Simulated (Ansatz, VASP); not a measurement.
# Two plane-wave programs on ZnS

Contents of POSCAR:

```
ZnS
1.0
    1.9036300238      1.0990613067      9.3541347981
   -1.9036300238      1.0990613067      9.3541347981
    0.0000000000     -2.1981226134      9.3541347981
Zn S
3 3
Direct
    0.9999789175      0.9999789175      0.9999789175
    0.2222813884      0.2222813884      0.2222813884
    0.4445836769      0.4445836769      0.4445836769
    0.0823710950      0.0823710950      0.0823710950
    0.5269376418      0.5269376418      0.5269376418
    0.3045006657      0.3045006657      0.3045006657
```

File INCAR.step1:

```
PREC = Accurate
ENCUT = 520
ISMEAR = 0
SIGMA = 0.05
LREAL = False
LASPH = True
NELM = 100
NBANDS = 36
GGA = PE
ALGO = Normal
EDIFF = 1E-4
LWAVE = True
LCHARG = False
```

INCAR.step2

```
PREC = Accurate
ENCUT = 520
EDIFF = 1E-6
ISMEAR = 0
SIGMA = 0.05
LREAL = False
LASPH = True
NELM = 100
ALGO = Normal
ISIF = 2
LWAVE = False
LCHARG = False
METAGGA = R2SCAN
LMIXTAU = True
NBANDS = 36
ISTART = 1
```

KPOINTS

```
Automatic mesh
0
Gamma
  6 6 6
```

Input for Ansatz:

```yaml
crystal:
  lattice:
    - [1.9036300238, 1.0990613067, 9.3541347981]
    - [-1.9036300238, 1.0990613067, 9.3541347981]
    - [0.0, -2.1981226134, 9.3541347981]
  atoms:
    - { symbol: Zn, position: [0.9999789175, 0.9999789175, 0.9999789175] }
    - { symbol: Zn, position: [0.2222813884, 0.2222813884, 0.2222813884] }
    - { symbol: Zn, position: [0.4445836769, 0.4445836769, 0.4445836769] }
    - { symbol: S, position: [0.082371095, 0.082371095, 0.082371095] }
    - { symbol: S, position: [0.5269376418, 0.5269376418, 0.5269376418] }
    - { symbol: S, position: [0.3045006657, 0.3045006657, 0.3045006657] }
basis:
  ecutwfc: 500
kpoints:
  mp_grid: { grid: [6, 6, 6] }
hamiltonian:
  xc: r2scan
scf:
  occupations: { method: gaussian, width: 0.05 }
output:
  forces: true
  stress: true
  eigenvalues: true
```

Change from the starting cell: all S atoms moved -0.025 Å, as atom 4 along Cartesian [0 0 1].

Alike in both runs: task single point; functional r2SCAN; k mesh 6 × 6 × 6; occupations gaussian, width 0.05 eV; no spin polarisation.

```csv
,VASP,Ansatz
version,VASP 6.6.1,Ansatz 0.2.0
potentials or method,"VASP PAW PBE potentials, release 64 (Zn, S), cutoff 520 eV","scalar-relativistic, plane waves, PAW"
valence electrons in the cell,54,54
```

|  | VASP | Ansatz | Ansatz less VASP |
| --- | --- | --- | --- |
| gap on the k mesh at the Fermi level (eV) | 2.75 | 2.74 | -0.010 |
| least direct gap on the mesh (eV) | 2.75 | 2.74 | -0.010 |
| pressure (GPa) | 0.1 | 0.0 | -0.04 |
| traceless stress, the component that is largest in VASP (GPa) | 0.71 | 0.72 | +0.004 |
| rms of the force components (eV/Å) | 0.094 | 0.091 | -0.0033 |

VASP's potentials were made for PBE, not for r2SCAN. Atom by atom the forces differ by 0.003 eV/Å (rms over components).
